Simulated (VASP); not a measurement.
# FeO (Pm-3m) in VASP: notebook

The runs below take FeO through single point, with PBE.

Program: VASP 6.6.1. These are calculated values, not measurements. Logs are shortened: lines on timing, memory, paths and dates and some standing lists are left out, and cuts for length are marked.

### Step 1. The cell of the first run

Symmetry: Pm-3m, No. 221, cubic system. Conventional cell: a = 2.664 Å, b = 2.664 Å, c = 2.664 Å, α = 90.00°, β = 90.00°, γ = 90.00°. Fe (site symmetry m-3m) has 8 O at 2.31 Å and 6 Fe at 2.66 Å within 3.0 Å. Within 3.0 Å of O (site symmetry m-3m) lie 8 Fe at 2.31 Å and 6 O at 2.66 Å.

### Step 2. Single point, PBE, collinear spin, ferromagnetic start

The input, INCAR:

```
  PREC = Accurate
  ENCUT = 600
  EDIFF = 1E-6
  ISMEAR = -1
  SIGMA = 0.05
  LREAL = F
  LASPH = T
  NELM = 200
  ALGO = Normal
  ISIF = 2
  LWAVE = F
  LCHARG = F
  ISPIN = 2
  MAGMOM = 3 0
  LORBIT = 11
  LMAXMIX = 4
  GGA = PE
  NBANDS = 22
  GGA_COMPAT = F
```

The input, KPOINTS:

```
regular mesh
0
Gamma
  10 10 10
```

The input, POSCAR:

```
FeO
1.0
    2.6637075329      0.0000000000      0.0000000000
    0.0000000000      2.6637075329      0.0000000000
    0.0000000000      0.0000000000      2.6637075329
Fe O
1 1
Direct
    0.0000000000      0.0000000000      0.0000000000
    0.5000000000      0.5000000000      0.5000000000
```

Potentials or basis: VASP PAW PBE potentials, release 64 (Fe_sv, O).

The run is started by

```bash
cat potpaw_PBE.64/Fe_sv/POTCAR potpaw_PBE.64/O/POTCAR > POTCAR
mpirun -np 1 vasp_std > vasp.out
```

OUTCAR:

```text
PREC = Accurate
   ENCUT = 600
   EDIFF = 1E-6
   ISMEAR = -1
   LREAL = F
   LASPH = T
   NELM = 200
   ISIF = 2
   ISPIN = 2
   LORBIT = 11
   GGA = PE

 ion  position               nearest neighbor table
   1  0.000  0.000  0.000-
   2  0.500  0.500  0.500-

  LATTYP: Found a simple cubic cell.
 ALAT       =     2.6637075329

  Lattice vectors:

 A1 = (   2.6637075329,   0.0000000000,   0.0000000000)
 A2 = (   0.0000000000,   2.6637075329,   0.0000000000)
 A3 = (   0.0000000000,   0.0000000000,   2.6637075329)

Analysis of symmetry for initial positions (statically):
=====================================================================
 Subroutine PRICEL returns:
 Original cell was already a primitive cell.

 Routine SETGRP: Setting up the symmetry group for a
 simple cubic supercell.

 Subroutine GETGRP returns: Found 48 space group operations
 (whereof 48 operations were pure point group operations)
 out of a pool of 48 trial point group operations.

The static configuration has the point symmetry O_h .

Analysis of symmetry for dynamics (positions and initial velocities):
=====================================================================
 Subroutine PRICEL returns:
 Original cell was already a primitive cell.

 Routine SETGRP: Setting up the symmetry group for a
 simple cubic supercell.

 Subroutine GETGRP returns: Found 48 space group operations
 (whereof 48 operations were pure point group operations)
 out of a pool of 48 trial point group operations.

The dynamic configuration has the point symmetry O_h .

Analysis of structural, dynamic, and magnetic symmetry:
=====================================================================
 Subroutine PRICEL returns:
 Original cell was already a primitive cell.

 Routine SETGRP: Setting up the symmetry group for a
 simple cubic supercell.

 Subroutine GETGRP returns: Found 48 space group operations
 (whereof 48 operations were pure point group operations)
 out of a pool of 48 trial point group operations.

The overall configuration has the point symmetry O_h .

 Subroutine INISYM returns: Found 48 space group operations
 (whereof 48 operations are pure point group operations),
 and found     1 'primitive' translations

----------------------------------------------------------------------------------------

                                     Primitive cell

  volume of cell :      18.8999

  direct lattice vectors                    reciprocal lattice vectors
     2.663707533  0.000000000  0.000000000     0.375416590  0.000000000  0.000000000
     0.000000000  2.663707533  0.000000000     0.000000000  0.375416590  0.000000000
     0.000000000  0.000000000  2.663707533     0.000000000  0.000000000  0.375416590

  length of vectors
     2.663707533  2.663707533  2.663707533     0.375416590  0.375416590  0.375416590

  position of ions in fractional coordinates (direct lattice)
     0.000000000  0.000000000  0.000000000
     0.500000000  0.500000000  0.500000000

  ion indices of the primitive-cell ions
   primitive index   ion index
                 1           1
                 2           2

----------------------------------------------------------------------------------------

 KPOINTS: regular mesh

Automatic generation of k-mesh.
 Grid dimensions read from file:
 generate k-points for:   10   10   10

 Generating k-lattice:

  Cartesian coordinates                     Fractional coordinates (reciprocal lattice)
     0.037541659  0.000000000  0.000000000     0.100000000  0.000000000  0.000000000
     0.000000000  0.037541659  0.000000000     0.000000000  0.100000000  0.000000000
     0.000000000  0.000000000  0.037541659     0.000000000  0.000000000  0.100000000

  Length of vectors
     0.037541659  0.037541659  0.037541659

  Shift w.r.t. Gamma in fractional coordinates (k-lattice)
     0.000000000  0.000000000  0.000000000

 Subroutine IBZKPT returns following result:
 ===========================================

 Found     56 irreducible k-points:

 Following reciprocal coordinates:
            Coordinates               Weight
  0.000000  0.000000  0.000000      1.000000
  0.100000  0.000000  0.000000      6.000000
  0.200000  0.000000  0.000000      6.000000
  0.300000  0.000000  0.000000      6.000000
  0.400000  0.000000  0.000000      6.000000
  0.500000  0.000000  0.000000      3.000000
[... 16 lines left out ...]
  0.200000  0.100000  0.100000     24.000000
  0.300000  0.100000  0.100000     24.000000
 [... further k-points ...]
   k-points           NKPTS =     56   k-points in BZ     NKDIM =     56   number of bands    NBANDS=     22
   number of dos      NEDOS =    301   number of ions     NIONS =      2
   total plane-waves  NPLWV =  13824
   dimension x,y,z NGX =    24 NGY =   24 NGZ =   24
   dimension x,y,z NGXF=    48 NGYF=   48 NGZF=   48
   ions per type =               1   1
   NGX,Y,Z   is equivalent  to a cutoff of  14.98, 14.98, 14.98 a.u.
   NGXF,Y,Z  is equivalent  to a cutoff of  29.96, 29.96, 29.96 a.u.
 SYSTEM =  unknown system
   PREC   = accura    normal or accurate (medium, high low for compatibility)
   ISTART =      0    job   : 0-new  1-cont  2-samecut
   ICHARG =      2    charge: 1-file 2-atom 10-const
   ISPIN  =      2    spin polarized calculation?
   LNONCOLLINEAR =      F non collinear calculations
   LSORBIT =      F    spin-orbit coupling
   LASPH  =      T    aspherical Exc in radial PAW
   ENCUT  =  600.0 eV  44.10 Ry    6.64 a.u.   5.32  5.32  5.32*2*pi/ulx,y,z
   NELM   =    200;   NELMIN=  2; NELMDL= -5     # of ELM steps
   EDIFF  = 0.1E-05   stopping-criterion for ELM
   LREAL  =      F    real-space projection
[... 7 lines left out ...]
   TEBEG  =    0.0;   TEEND  =   0.0 temperature during run
   PSTRESS=    0.0 pullay stress
   NELECT =      22.0000    total number of electrons
   NUPDOWN=      -1.0000    fix difference up-down
   EMIN   =  10.00;   EMAX   =-10.00  energy-range for DOS
   EFERMI =   0.00;   METHOD = LEGACY
   ISMEAR =    -1;   SIGMA  =   0.05  broadening in eV -4-tet -1-fermi 0-gaus
   EFERMI_NEDOS =   21; number of points for ismear=-14 and -15
   IALGO  =     38    algorithm
   IMIX   =      4    mixing-type and parameters
     AMIX     =   0.40;   BMIX     =  1.00
     AMIX_MAG =   1.60;   BMIX_MAG =  1.00
  volume/ion in A,a.u.               =       9.45        63.77
  Fermi-wavevector in a.u.,A,eV,Ry     =   1.722116  3.254328 40.350596  2.965685
  Thomas-Fermi vector in A             =   2.798241
   LORBIT       =     11    0 simple, 1 ext, 2 COOP (PROOUT), +10 PAW based schemes
   GGA     = PE    functional components
   LHFCALC =     F    Hartree Fock is set to
   AEXX    =    0.0000 exact exchange contribution
   IVDW    =     0    specifies the selected vdW correction
   LEPSILON=     F    determine dielectric tensor
   LRPA    =     F    only Hartree local field effects (RPA)
 spin polarized calculation
  energy-cutoff  :      600.00
  volume of cell :       18.90
 maximum number of plane-waves:       655
 NGX is ok and might be reduce to    24
   NGX = 11   NGY = 11   NGZ = 11

 number of electron      22.0000027 magnetization       3.9996513

 Free energy of the ion-electron system (eV)
  ---------------------------------------------------
  ext. energy  EPLUGINS =         0.00000000
  ---------------------------------------------------
  free energy    TOTEN  =       -14.47903287 eV

  energy without entropy =      -14.47720886  energy(sigma->0) =      -14.47812087

 E-fermi :   9.8124     XC(G=0): -12.9905

 val. band max:        9.8000748579   @ k =   0.2000   0.2000   0.0000
 cond. band min:       9.9014476100   @ k =   0.5000   0.3000   0.3000
 fundamental gap:      0.1013727520
 Fermi energy:         9.8123559252

 spin component 1

 k-point     1 :       0.0000    0.0000    0.0000
  band No.  band energies     occupation
      1     -79.7683      1.00000
      2     -45.7450      1.00000
      3     -45.7450      1.00000
      4     -45.7450      1.00000
      5     -10.2559      1.00000
      6       5.3599      1.00000
[... 14 lines left out ...]
     21      39.6832      0.00000
     22      39.6832      0.00000

 k-point     2 :       0.1000    0.0000    0.0000
  band No.  band energies     occupation
      1     -79.7672      1.00000
      2     -45.7576      1.00000
      3     -45.7443      1.00000
      4     -45.7443      1.00000
      5     -10.1604      1.00000
      6       5.0787      1.00000
[... 14 lines left out ...]
     21      38.4684      0.00000
     22      38.4684      0.00000
[... 523 lines left out ...]
     21      35.6096      0.00000
     22      39.1895      0.00000

 k-point    24 :       0.3000    0.1000    0.1000
  band No.  band energies     occupation
      1     -79.7583      1.00000
      2     -45.8230      1.00000
      3     -45.7500      1.00000
      4     -45.7493      1.00000
      5      -9.4017      1.00000
      6       2.8756      1.00000
[... 14 lines left out ...]
     21      35.4787      0.00000
     22      38.3239      0.00000

 [... further k-points ...]

 spin component 2

 k-point     1 :       0.0000    0.0000    0.0000
  band No.  band energies     occupation
      1     -75.6527      1.00000
      2     -41.7164      1.00000
      3     -41.7163      1.00000
      4     -41.7163      1.00000
      5      -9.6576      1.00000
      6       7.6957      1.00000
[... 14 lines left out ...]
     21      40.1127      0.00000
     22      40.1127      0.00000

 k-point     2 :       0.1000    0.0000    0.0000
  band No.  band energies     occupation
      1     -75.6514      1.00000
      2     -41.7313      1.00000
      3     -41.7154      1.00000
      4     -41.7154      1.00000
      5      -9.5597      1.00000
      6       6.5122      1.00000
[... 14 lines left out ...]
     21      39.0719      0.00000
     22      39.0719      0.00000
[... 523 lines left out ...]
     21      36.4333      0.00000
     22      39.7770      0.00000

 k-point    24 :       0.3000    0.1000    0.1000
  band No.  band energies     occupation
      1     -75.6411      1.00000
      2     -41.8099      1.00000
      3     -41.7221      1.00000
      4     -41.7211      1.00000
      5      -8.7784      1.00000
      6       3.6872      1.00000
[... 14 lines left out ...]
     21      36.3083      0.00000
     22      39.1454      0.00000

 [... further k-points ...]
[... 5 lines left out ...]
  --------------------------------------------------------------------------------------
  -------------------------------------------------------------------------------------
  Total       -0.6308449     -0.6308449     -0.6308449     -0.0000000     -0.0000000     -0.0000000
  in kB      -53.4778051    -53.4778051    -53.4778051     -0.0000000     -0.0000000     -0.0000000
  external PRESSURE =     -53.4778051 kB  Pullay stress =       0.0000000 kB

 VOLUME and BASIS-vectors are now :
 -----------------------------------------------------------------------------
  energy-cutoff  :      600.00
  volume of cell :       18.90
      direct lattice vectors                 reciprocal lattice vectors
     2.663707533  0.000000000  0.000000000     0.375416590  0.000000000  0.000000000
     0.000000000  2.663707533  0.000000000     0.000000000  0.375416590  0.000000000
     0.000000000  0.000000000  2.663707533     0.000000000  0.000000000  0.375416590

 POSITION                                       TOTAL-FORCE (eV/Angst)
 -----------------------------------------------------------------------------------
      0.00000      0.00000      0.00000         0.000000      0.000000      0.000000
      1.33185      1.33185      1.33185         0.000000      0.000000      0.000000
 -----------------------------------------------------------------------------------
    total drift:                                0.000000      0.000000     -0.000000

  FREE ENERGIE OF THE ION-ELECTRON SYSTEM (eV)
  ---------------------------------------------------
  free  energy   TOTEN  =       -14.4790328716 eV

  energy  without entropy=      -14.4772088588  energy(sigma->0) =      -14.47812087

 total charge

# of ion       s       p       d       tot
------------------------------------------
    1        2.105   5.994   5.515  13.613
    2        1.566   3.378   0.000   4.945
--------------------------------------------------
tot          3.671   9.373   5.515  18.558

 magnetization (x)

# of ion       s       p       d       tot
------------------------------------------
    1        0.008   0.010   3.398   3.415
    2        0.027   0.330   0.000   0.357
--------------------------------------------------
tot          0.035   0.340   3.398   3.773
```

Run time: 45 s. Hardware: 1 thread of Intel Xeon 6975P-C (Granite Rapids), shared host; peak memory 0.17 GiB.

Results:

```
Free energy                                           : -14.4790 eV
Pressure                                              : -5.3 GPa
Band gap on the k mesh                                : zero (filled and empty bands overlap)
Net moment                                            : 4.00 μB per cell
Site moments                                          : Fe +3.42; O +0.36 μB
Valence electrons inside the program's atomic spheres : Fe 13.61; O 4.95
```

Levels at points of the mesh, in eV from the Fermi level:
Spin up:
| k point | band 10 | band 11 | band 12 | band 13 | band 14 | band 15 | band 16 | band 17 |
| --- | --- | --- | --- | --- | --- | --- | --- | --- |
| (0.00, 0.00, 0.00) | -2.78 | -2.60 | -2.60 | -2.60 | 0.26 | 14.88 | 14.88 | 19.08 |
| (0.50, 0.00, 0.00) | -2.52 | -1.64 | -0.37 | -0.37 | 5.57 | 7.64 | 15.56 | 16.92 |
| (0.50, 0.50, 0.00) | -3.20 | -3.20 | -1.91 | -1.62 | 5.54 | 10.52 | 10.52 | 15.92 |
| (0.50, 0.50, 0.50) | -1.58 | -0.36 | -0.36 | -0.36 | 6.38 | 6.38 | 6.38 | 14.33 |
Spin down:
| k point | band 6 | band 7 | band 8 | band 9 | band 10 | band 11 | band 12 | band 13 |
| --- | --- | --- | --- | --- | --- | --- | --- | --- |
| (0.00, 0.00, 0.00) | -2.12 | -2.12 | -2.12 | -1.95 | -1.95 | 1.26 | 1.56 | 1.56 |
| (0.50, 0.00, 0.00) | -7.77 | -2.75 | -2.75 | -1.46 | 1.25 | 1.67 | 2.46 | 2.46 |
| (0.50, 0.50, 0.00) | -5.54 | -5.54 | -1.55 | -1.23 | 0.36 | 0.74 | 0.74 | 1.61 |
| (0.50, 0.50, 0.50) | -5.91 | -5.91 | -5.91 | 1.66 | 1.66 | 2.82 | 2.82 | 2.82 |

Caveat: a cell with one magnetic atom can't hold antiferromagnetic order, which such compounds often take; semilocal functionals often make such compounds metallic where correlation or magnetic order opens a gap, which also shifts bond lengths.

### Step 3. Single point, PBE, collinear spin, ferromagnetic start

The input, INCAR:

```
SYSTEM = FeO
PREC = Accurate
ENCUT = 600
EDIFF = 1E-6
ISMEAR = -1
SIGMA = 0.05
LREAL = .FALSE.
LASPH = .TRUE.
NELM = 200
ALGO = Normal
ISIF = 2
LWAVE = .FALSE.
LCHARG = .FALSE.
ISPIN = 2
MAGMOM = 3 0
LORBIT = 11
LMAXMIX = 4
GGA = PE
NBANDS = 22
GGA_COMPAT = .FALSE.
```

The input, KPOINTS:

```
regular mesh
0
G
  10 10 10
  0 0 0
```

POSCAR is that of step 2.

Potentials or basis: VASP PAW PBE potentials, release 64 (Fe_sv, O).

The run is started by

```bash
cat potpaw_PBE.64/Fe_sv/POTCAR potpaw_PBE.64/O/POTCAR > POTCAR
mpirun -np 1 vasp_std > vasp.out
```

It took 37 s on 1 thread of Intel Xeon Platinum 8375C at 2.90GHz (Ice Lake), shared host; peak memory 0.17 GiB.

Results (log left out):

```
Free energy                                           : -14.4790 eV
Pressure                                              : -5.3 GPa
Band gap on the k mesh                                : zero (filled and empty bands overlap)
Net moment                                            : 4.00 μB per cell
Site moments                                          : Fe +3.42; O +0.36 μB
Valence electrons inside the program's atomic spheres : Fe 13.61; O 4.95
```

Levels at points of the mesh, in eV from the Fermi level:
Spin up:
```csv
k point,band 9,band 10,band 11,band 12,band 13,band 14,band 15,band 16,band 17,band 18
"(0.00, 0.00, 0.00)",-2.78,-2.78,-2.60,-2.60,-2.60,0.26,14.88,14.88,19.08,19.08
"(0.50, 0.00, 0.00)",-4.11,-2.52,-1.64,-0.37,-0.37,5.57,7.64,15.56,16.92,16.92
"(0.50, 0.50, 0.00)",-3.32,-3.20,-3.20,-1.91,-1.62,5.54,10.52,10.52,15.92,23.44
"(0.50, 0.50, 0.50)",-1.58,-1.58,-0.36,-0.36,-0.36,6.38,6.38,6.38,14.33,20.63
```
Spin down:
```
           k point  band 7  band 8  band 9  band 10  band 11  band 12
(0.00, 0.00, 0.00)   -2.12   -2.12   -1.95    -1.95     1.26     1.56
(0.50, 0.00, 0.00)   -2.75   -2.75   -1.46     1.25     1.67     2.46
(0.50, 0.50, 0.00)   -5.54   -1.55   -1.23     0.36     0.74     0.74
(0.50, 0.50, 0.50)   -5.91   -5.91    1.66     1.66     2.82     2.82
```

Caveat: a cell with one magnetic atom can't hold antiferromagnetic order, which such compounds often take; semilocal functionals often make such compounds metallic where correlation or magnetic order opens a gap, which also shifts bond lengths.
